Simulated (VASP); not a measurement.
CdS:

```
Cd S
1.0
     0.00000    2.96346    2.96346
     2.96346    0.00000    2.96346
     2.96346    2.96346    0.00000
Cd S
1 1
Cartesian
  0.0000 0.0000 0.0000
  4.4452 4.4452 4.4452
```

Base run:

| Item | Value |
| --- | --- |
| Program | VASP 6.6.1 |
| Functional | r2SCAN |
| Potentials or basis | VASP PAW PBE potentials, release 64 (Cd, S) |
| Cutoff | 520 eV |
| k mesh | 8 × 8 × 8 |
| Occupations | gaussian, width 0.05 eV |
| Spin | no spin polarisation |

Its results: band gap on the k mesh 1.48 eV, direct; pressure -1.2 GPa.

Problem. The run is repeated on the same cell with these changes: functional from r2SCAN to PBE; k mesh from 8 × 8 × 8 to 6 × 6 × 6. What comes out?

Solution. Band gap on the k mesh 1.04 eV, direct; pressure 0.3 GPa.

Several settings changed at once, so the effect can't be laid on one alone.

Caveats: the PAW data sets were made with another functional, which shifts forces and pressure a little (some runs).

